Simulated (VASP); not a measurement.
# InSb3 (Pm-3m) in VASP: a series of runs

Aim: see how the results for InSb3 move with the level of theory and the settings. Levels: PBE-based screened hybrid, HSE06. Tasks: single point.

All numbers are computed with VASP 6.6.1; they aren't measurements. Logs are shortened: lines on timing, memory, paths and dates and some standing lists are left out, and cuts for length are marked.

**1. The cell of the first run**

It takes space group Pm-3m (No. 221, cubic). Conventional cell: a = 4.806 Å, b = 4.806 Å, c = 4.806 Å, α = 90.00°, β = 90.00°, γ = 90.00°. Within 4.5 Å of Sb (site symmetry 4/mmm) lie 8 Sb at 3.40 Å and 4 In at 3.40 Å. Within 4.5 Å of In (site symmetry m-3m) lie 12 Sb at 3.40 Å.

**2. Single point, PBE-based screened hybrid**

Input file POSCAR:

```
InSb3
1.0
    4.8063670000      0.0000000000      0.0000000000
    0.0000000000      4.8063670000      0.0000000000
    0.0000000000      0.0000000000      4.8063670000
Sb In
3 1
Direct
    0.5000000000      0.5000000000      0.0000000000
    0.0000000000      0.5000000000      0.5000000000
    0.5000000000      0.0000000000      0.5000000000
    0.0000000000      0.0000000000      0.0000000000
```

Input file INCAR.step1:

```
SYSTEM = InSb3
PREC = Accurate ; ENCUT = 520
EDIFF = 1E-5 ; ISMEAR = -1
SIGMA = 0.05 ; LREAL = .False.
LASPH = .True. ; NELM = 60
ALGO = Normal ; ISIF = 2
LWAVE = .True. ; LCHARG = .False.
NBANDS = 22 ; GGA = PE
```

Input file INCAR.step2:

```
SYSTEM = InSb3
PREC = Accurate ; ENCUT = 520
EDIFF = 1E-7 ; ISMEAR = -1
SIGMA = 0.05 ; LREAL = .False.
LASPH = .True. ; NELM = 60
ALGO = Normal ; ISIF = 2
LWAVE = .False. ; LCHARG = .False.
GGA = PE ; LHFCALC = .True.
AEXX = 0.3 ; HFSCREEN = 0.2
PRECFOCK = Normal ; NBANDS = 22
ISTART = 1
```

Input file KPOINTS:

```
regular mesh
0
Gamma
  3 3 3
  0 0 0
```

Potentials or basis: VASP PAW PBE potentials, release 64 (Sb, In_d).

Command:

```console
$ cat potpaw_PBE.64/Sb/POTCAR potpaw_PBE.64/In_d/POTCAR > POTCAR
$ cp INCAR.step1 INCAR
$ mpirun -np 1 vasp_std > vasp.out
$ cp INCAR.step2 INCAR
$ mpirun -np 1 vasp_std > vasp.out
```

OUTCAR:

```text
SYSTEM = InSb3
   PREC = Accurate
   ENCUT = 520
   EDIFF = 1E-7
   ISMEAR = -1
   LREAL = .False.
   LASPH = .True.
   NELM = 60
   ISIF = 2
   GGA = PE
   LHFCALC = .True.
   AEXX = 0.3
   HFSCREEN = 0.2
   PRECFOCK = Normal
   ISTART = 1

 ion  position               nearest neighbor table
   1  0.500  0.500  0.000-   2 3.40   3 3.40   4 3.40   2 3.40   3 3.40   3 3.40   4 3.40   3 3.40
                             2 3.40   4 3.40   2 3.40   4 3.40
   2  0.000  0.500  0.500-   1 3.40   3 3.40   4 3.40   1 3.40   4 3.40   3 3.40   4 3.40   4 3.40
                             1 3.40   3 3.40   1 3.40   3 3.40
   3  0.500  0.000  0.500-   1 3.40   2 3.40   4 3.40   1 3.40   4 3.40   1 3.40   2 3.40   1 3.40
                             2 3.40   4 3.40   4 3.40   2 3.40
   4  0.000  0.000  0.000-   1 3.40   2 3.40   3 3.40   2 3.40   3 3.40   1 3.40   2 3.40   2 3.40
                             1 3.40   3 3.40   3 3.40   1 3.40

  LATTYP: Found a simple cubic cell.
 ALAT       =     4.8063670000

  Lattice vectors:

 A1 = (   4.8063670000,   0.0000000000,   0.0000000000)
 A2 = (   0.0000000000,   4.8063670000,   0.0000000000)
 A3 = (   0.0000000000,   0.0000000000,   4.8063670000)

Analysis of symmetry for initial positions (statically):
=====================================================================
 Subroutine PRICEL returns:
 Original cell was already a primitive cell.

 Routine SETGRP: Setting up the symmetry group for a
 simple cubic supercell.

 Subroutine GETGRP returns: Found 48 space group operations
 (whereof 48 operations were pure point group operations)
 out of a pool of 48 trial point group operations.

The static configuration has the point symmetry O_h .

Analysis of symmetry for dynamics (positions and initial velocities):
=====================================================================
 Subroutine PRICEL returns:
 Original cell was already a primitive cell.

 Routine SETGRP: Setting up the symmetry group for a
 simple cubic supercell.

 Subroutine GETGRP returns: Found 48 space group operations
 (whereof 48 operations were pure point group operations)
 out of a pool of 48 trial point group operations.

The dynamic configuration has the point symmetry O_h .

 Subroutine INISYM returns: Found 48 space group operations
 (whereof 48 operations are pure point group operations),
 and found     1 'primitive' translations

----------------------------------------------------------------------------------------

                                     Primitive cell

  volume of cell :     111.0327

  direct lattice vectors                    reciprocal lattice vectors
     4.806367000  0.000000000  0.000000000     0.208057354  0.000000000  0.000000000
     0.000000000  4.806367000  0.000000000     0.000000000  0.208057354  0.000000000
     0.000000000  0.000000000  4.806367000     0.000000000  0.000000000  0.208057354

  length of vectors
     4.806367000  4.806367000  4.806367000     0.208057354  0.208057354  0.208057354

  position of ions in fractional coordinates (direct lattice)
     0.500000000  0.500000000  0.000000000
     0.000000000  0.500000000  0.500000000
     0.500000000  0.000000000  0.500000000
     0.000000000  0.000000000  0.000000000

  ion indices of the primitive-cell ions
   primitive index   ion index
                 1           1
                 2           2
                 3           3
                 4           4

----------------------------------------------------------------------------------------

 KPOINTS: regular mesh

Automatic generation of k-mesh.
 Grid dimensions read from file:
 generate k-points for:    3    3    3

 Generating k-lattice:

  Cartesian coordinates                     Fractional coordinates (reciprocal lattice)
     0.069352451  0.000000000  0.000000000     0.333333333  0.000000000  0.000000000
     0.000000000  0.069352451  0.000000000     0.000000000  0.333333333  0.000000000
     0.000000000  0.000000000  0.069352451     0.000000000  0.000000000  0.333333333

  Length of vectors
     0.069352451  0.069352451  0.069352451

  Shift w.r.t. Gamma in fractional coordinates (k-lattice)
     0.000000000  0.000000000  0.000000000

 Subroutine IBZKPT returns following result:
 ===========================================

 Found      4 irreducible k-points:

 Following reciprocal coordinates:
            Coordinates               Weight
  0.000000  0.000000  0.000000      1.000000
  0.333333  0.000000  0.000000      6.000000
  0.333333  0.333333  0.000000     12.000000
  0.333333  0.333333  0.333333      8.000000
   k-points           NKPTS =      4   k-points in BZ     NKDIM =     27   number of bands    NBANDS=     22
   number of dos      NEDOS =    301   number of ions     NIONS =      4
   total plane-waves  NPLWV =  46656
   dimension x,y,z NGX =    36 NGY =   36 NGZ =   36
   dimension x,y,z NGXF=    72 NGYF=   72 NGZF=   72
   ions per type =               3   1
   NGX,Y,Z   is equivalent  to a cutoff of  12.45, 12.45, 12.45 a.u.
   NGXF,Y,Z  is equivalent  to a cutoff of  24.90, 24.90, 24.90 a.u.
 SYSTEM =  InSb3
   PREC   = accura    normal or accurate (medium, high low for compatibility)
   ISTART =      1    job   : 0-new  1-cont  2-samecut
   ICHARG =      0    charge: 1-file 2-atom 10-const
   ISPIN  =      1    spin polarized calculation?
   LNONCOLLINEAR =      F non collinear calculations
   LSORBIT =      F    spin-orbit coupling
   LASPH  =      T    aspherical Exc in radial PAW
   ENCUT  =  520.0 eV  38.22 Ry    6.18 a.u.   8.94  8.94  8.94*2*pi/ulx,y,z
   NELM   =     60;   NELMIN=  2; NELMDL=  0     # of ELM steps
   EDIFF  = 0.1E-06   stopping-criterion for ELM
   LREAL  =      F    real-space projection
   EDIFFG = 0.1E-05   stopping-criterion for IOM
   NSW    =      0    number of steps for IOM
   IBRION =     -1    ionic relax: 0-MD 1-quasi-New 2-CG
   NFREE  =      0    steps in history (QN), initial steepest desc. (CG)
   ISIF   =      2    stress and relaxation
   ISYM   =      3    0-nonsym 1-usesym 2-fastsym
   POTIM  = 0.5000    time-step for ionic-motion
   TEBEG  =    0.0;   TEEND  =   0.0 temperature during run
   PSTRESS=    0.0 pullay stress
   NELECT =      28.0000    total number of electrons
   NUPDOWN=      -1.0000    fix difference up-down
   EMIN   =  10.00;   EMAX   =-10.00  energy-range for DOS
   EFERMI =   0.00;   METHOD = LEGACY
   ISMEAR =    -1;   SIGMA  =   0.05  broadening in eV -4-tet -1-fermi 0-gaus
   EFERMI_NEDOS =   21; number of points for ismear=-14 and -15
   IALGO  =     38    algorithm
   IMIX   =      1    mixing-type and parameters
     AMIX     =   0.40;   BMIX     =  1.00
     AMIX_MAG =   1.60;   BMIX_MAG =  1.00
  volume/ion in A,a.u.               =      27.76       187.32
  Fermi-wavevector in a.u.,A,eV,Ry     =   1.034294  1.954532 14.555018  1.069764
  Thomas-Fermi vector in A             =   2.168582
   LORBIT       =      0    0 simple, 1 ext, 2 COOP (PROOUT), +10 PAW based schemes
   GGA     = PE    functional components
   LHFCALC =     T    Hartree Fock is set to
   PRECFOCK=normal    Normal, Fast or Accurate (Low or Medium for compatibility)
   ENCUT4O =  -1.0   cutoff for four orbital integrals eV
   NKREDX  =     1    reduce k-point grid by
   NKREDY  =     1    reduce k-point grid by
   NKREDZ  =     1    reduce k-point grid by
   AEXX    =    0.3000 exact exchange contribution
   HFSCREEN=    0.2000 screening length (either q_TF or 0.3 A-1)
   HFSCREENC=   0.2000 screening length for correlation (either q_TF or 0.3 A-1)
   ENCUTFOCK=  -1.0 apply spherical cutoff to Coloumb kernel
   IVDW    =     0    specifies the selected vdW correction
   LEPSILON=     F    determine dielectric tensor
   LRPA    =     F    only Hartree local field effects (RPA)
 non-spin polarized calculation
  energy-cutoff  :      520.00
  volume of cell :      111.03
 maximum number of plane-waves:      3007
 NGX is ok and might be reduce to    36
  NGX = 28; NGY = 28; NGZ = 28

 number of electron      28.0000010 magnetization

 Free energy of the ion-electron system (eV)
  ---------------------------------------------------
  ext. energy  EPLUGINS =         0.00000000
  ---------------------------------------------------
  free energy    TOTEN  =       -18.08301179 eV

  energy without entropy =      -18.05471941  energy(sigma->0) =      -18.06886560

 E-fermi :   7.5664     XC(G=0):  -8.0042

 val. band max:        6.9001733942   @ k =   0.3333   0.0000   0.0000
 cond. band min:       7.6010615460   @ k =   0.3333   0.3333   0.0000
 fundamental gap:      0.7008881518
 Fermi energy:         7.5664034271

 k-point     1 :       0.0000    0.0000    0.0000
  band No.  band energies     occupation
      1      -9.3144      2.00000
      2      -9.3144      2.00000
      3      -9.3031      2.00000
      4      -9.3031      2.00000
      5      -9.3031      2.00000
      6      -6.2318      2.00000
      7      -0.7584      2.00000
      8      -0.7584      2.00000
      9       2.6544      2.00000
     10       2.6544      2.00000
     11       2.6544      2.00000
     12       3.8203      2.00000
     13       8.1461      0.00002
     14       8.1461      0.00002
     15       8.1461      0.00002
     16       9.7919      0.00000
     17       9.7919      0.00000
     18       9.7919      0.00000
     19      12.9131      0.00000
     20      12.9131      0.00000
     21      13.1382      0.00000
     22      13.3137      0.00000

 k-point     2 :       0.3333    0.0000    0.0000
  band No.  band energies     occupation
      1      -9.3118      2.00000
      2      -9.3118      2.00000
      3      -9.3113      2.00000
      4      -9.3031      2.00000
      5      -9.3029      2.00000
      6      -5.4901      2.00000
      7      -3.0102      2.00000
      8      -0.6170      2.00000
      9       2.7997      2.00000
     10       3.5284      2.00000
     11       3.5284      2.00000
     12       6.2493      2.00000
     13       6.2493      2.00000
     14       6.6703      2.00000
     15       6.9002      2.00000
     16       8.1903      0.00001
     17       9.8153      0.00000
     18       9.8153      0.00000
     19      12.5548      0.00000
     20      13.0860      0.00000
     21      13.0860      0.00000
     22      13.8880      0.00000

 k-point     3 :       0.3333    0.3333    0.0000
  band No.  band energies     occupation
      1      -9.3267      2.00000
      2      -9.3112      2.00000
      3      -9.3109      2.00000
      4      -9.3050      2.00000
      5      -9.2938      2.00000
      6      -4.7497      2.00000
      7      -2.8110      2.00000
      8      -2.0675      2.00000
      9       1.1109      2.00000
     10       4.2586      2.00000
     11       4.3982      2.00000
     12       5.8214      2.00000
     13       6.2239      2.00000
     14       6.6347      2.00000
     15       7.6011      0.66666
     16       8.8086      0.00000
     17       9.2464      0.00000
     18      10.5257      0.00000
     19      10.6090      0.00000
     20      11.1951      0.00000
     21      14.4598      0.00000
     22      14.6784      0.00000

 k-point     4 :       0.3333    0.3333    0.3333
  band No.  band energies     occupation
      1      -9.3258      2.00000
      2      -9.3239      2.00000
      3      -9.3239      2.00000
      4      -9.2917      2.00000
      5      -9.2917      2.00000
      6      -4.0436      2.00000
      7      -2.3938      2.00000
      8      -2.3938      2.00000
      9       0.8370      2.00000
     10       2.8076      2.00000
     11       2.8562      2.00000
     12       2.8562      2.00000
     13       5.6436      2.00000
     14       8.9269      0.00000
     15       8.9269      0.00000
     16      10.4958      0.00000
     17      11.2827      0.00000
     18      11.2827      0.00000
     19      11.4891      0.00000
     20      14.2143      0.00000
     21      14.2143      0.00000
     22      15.1831      0.00000

------------------------ aborting loop because EDIFF is reached ----------------------------------------

  FORCE on cell =-STRESS in cart. coord.  units (eV):
  Direction    XX          YY          ZZ          XY          YZ          ZX
  --------------------------------------------------------------------------------------
  -------------------------------------------------------------------------------------
  Total       -2.5046670     -2.5046670     -2.5046670     -0.0000000      0.0000000     -0.0000000
  in kB      -36.1418002    -36.1418002    -36.1418002     -0.0000000      0.0000000     -0.0000000
  external PRESSURE =     -36.1418002 kB  Pullay stress =       0.0000000 kB

 VOLUME and BASIS-vectors are now :
 -----------------------------------------------------------------------------
  energy-cutoff  :      520.00
  volume of cell :      111.03
      direct lattice vectors                 reciprocal lattice vectors
     4.806367000  0.000000000  0.000000000     0.208057354  0.000000000  0.000000000
     0.000000000  4.806367000  0.000000000     0.000000000  0.208057354  0.000000000
     0.000000000  0.000000000  4.806367000     0.000000000  0.000000000  0.208057354

 POSITION                                       TOTAL-FORCE (eV/Angst)
 -----------------------------------------------------------------------------------
      2.40318      2.40318      0.00000         0.000000      0.000000      0.000000
      0.00000      2.40318      2.40318         0.000000      0.000000      0.000000
      2.40318      0.00000      2.40318         0.000000      0.000000      0.000000
      0.00000      0.00000      0.00000         0.000000      0.000000      0.000000
 -----------------------------------------------------------------------------------
    total drift:                                0.000000      0.000000     -0.000000

  FREE ENERGIE OF THE ION-ELECTRON SYSTEM (eV)
  ---------------------------------------------------
  free  energy   TOTEN  =       -18.0830117931 eV

  energy  without entropy=      -18.0547194128  energy(sigma->0) =      -18.06886560
```

Wall time 8.2 min (1 thread of Intel Xeon Platinum 8488C (Sapphire Rapids), shared host); peak memory 0.32 GiB.

Results:

```
Free energy            : -18.0830 eV
Pressure               : -3.6 GPa
Band gap on the k mesh : zero (band 14 reaches 8.93 eV, above the bottom of band 15 at 6.90 eV)
```

Caveat: the k points lie up to 0.44 Å⁻¹ apart; the PAW data sets were made with another functional, which shifts forces and pressure a little; spin-orbit coupling is left out, which moves the levels of the heavy elements.

**3. Single point, PBE-based screened hybrid**

POSCAR is that of step 2.

Input file INCAR.step1:

```
PREC     = Accurate       # precision mode
ENCUT    = 520            # plane-wave cutoff, eV
EDIFF    = 1E-5           # SCF threshold, eV
ISMEAR   = -1             # smearing method
SIGMA    = 0.05           # smearing width, eV
LREAL    = False          # projectors in reciprocal space
LASPH    = True           # aspherical terms in the spheres
NELM     = 60             # most SCF steps
ALGO     = Normal         # electronic algorithm
ISIF     = 2              # what is computed and relaxed
LWAVE    = True           # write WAVECAR
GGA      = PE             # functional
NBANDS   = 22             # bands
```

Input file INCAR.step2:

```
PREC     = Accurate       # precision mode
ENCUT    = 520            # plane-wave cutoff, eV
EDIFF    = 1E-7           # SCF threshold, eV
ISMEAR   = -1             # smearing method
SIGMA    = 0.05           # smearing width, eV
LREAL    = False          # projectors in reciprocal space
LASPH    = True           # aspherical terms in the spheres
NELM     = 60             # most SCF steps
ALGO     = Normal         # electronic algorithm
ISIF     = 2              # what is computed and relaxed
LWAVE    = False          # write WAVECAR
LCHARG   = True           # write CHGCAR
GGA      = PE             # functional
LHFCALC  = True           # exact exchange
AEXX     = 0.4            # exact-exchange fraction
HFSCREEN = 0.2            # screening, 1/A
PRECFOCK = Normal       
LELF     = True           # ELF
LVHAR    = True         
ISTART   = 1            
NBANDS   = 22             # bands
```

Input file KPOINTS:

```
regular mesh
0
Gamma
  3 3 3
```

Potentials or basis: VASP PAW PBE potentials, release 64 (Sb, In_d).

Command:

```console
$ cat potpaw_PBE.64/Sb/POTCAR potpaw_PBE.64/In_d/POTCAR > POTCAR
$ cp INCAR.step1 INCAR
$ mpirun -np 1 vasp_std > vasp.out
$ cp INCAR.step2 INCAR
$ mpirun -np 1 vasp_std > vasp.out
```

Wall time 7.4 min (1 thread of Intel Xeon Platinum 8488C (Sapphire Rapids), shared host); peak memory 0.32 GiB.

Results (log left out):

| Item | Value |
| --- | --- |
| Free energy | -19.7877 eV |
| Pressure | -4.9 GPa |
| Band gap on the k mesh | zero (band 14 reaches 8.91 eV, above the bottom of band 15 at 6.81 eV) |

Levels at points of the mesh, in eV from the Fermi level:
| k point | band 10 | band 11 | band 12 | band 13 | band 14 | band 15 | band 16 | band 17 |
| --- | --- | --- | --- | --- | --- | --- | --- | --- |
| (0.00, 0.00, 0.00) | -5.18 | -5.18 | -3.82 | 0.55 | 0.55 | 0.55 | 2.35 | 2.35 |

Caveat: the k points lie up to 0.44 Å⁻¹ apart; the PAW data sets were made with another functional, which shifts forces and pressure a little; spin-orbit coupling is left out, which moves the levels of the heavy elements.

**4. Single point, PBE-based screened hybrid**

POSCAR is that of step 3.

Input file INCAR.step1:

```
PREC = Accurate
ENCUT = 520
EDIFF = 1E-5
ISMEAR = -1
SIGMA = 0.05
LREAL = F
LASPH = T
NELM = 100
ALGO = Normal
ISIF = 2
LWAVE = T
LCHARG = F
NBANDS = 22
GGA = PE
```

Input file INCAR.step2:

```
PREC = Accurate
ENCUT = 520
EDIFF = 1E-6
ISMEAR = -1
SIGMA = 0.05
LREAL = F
LASPH = T
NELM = 100
ALGO = Normal
ISIF = 2
LWAVE = F
LCHARG = F
GGA = PE
LHFCALC = T
AEXX = 0.5
HFSCREEN = 0.2
PRECFOCK = Normal
NBANDS = 22
ISTART = 1
```

Input file KPOINTS:

```
Automatic mesh
0
Gamma
  3 3 3
```

Command:

```console
$ cat potpaw_PBE.64/Sb/POTCAR potpaw_PBE.64/In_d/POTCAR > POTCAR
$ cp INCAR.step1 INCAR
$ mpirun -np 1 vasp_std > vasp.out
$ cp INCAR.step2 INCAR
$ mpirun -np 1 vasp_std > vasp.out
```

Run time: 6.4 min. Hardware: 1 thread of Intel Xeon Platinum 8488C (Sapphire Rapids), shared host; peak memory 0.32 GiB.

It converged, with:

| Property | Result |
| --- | --- |
| Free energy | -21.9455 eV |
| Pressure | -6.3 GPa |
| Band gap on the k mesh | zero (band 14 reaches 8.84 eV, above the bottom of band 15 at 6.69 eV) |

Levels at points of the mesh, in eV from the Fermi level:
```tsv
k point	band 9	band 10	band 11	band 12	band 13	band 14	band 15	band 16	band 17	band 18
(0.00, 0.00, 0.00)	-5.45	-5.45	-5.45	-3.85	0.49	0.49	0.49	2.47	2.47	2.47
```

Caveat: the k points lie up to 0.44 Å⁻¹ apart; the PAW data sets were made with another functional, which shifts forces and pressure a little; spin-orbit coupling is left out, which moves the levels of the heavy elements.

(Continued in part 2 of 2.)
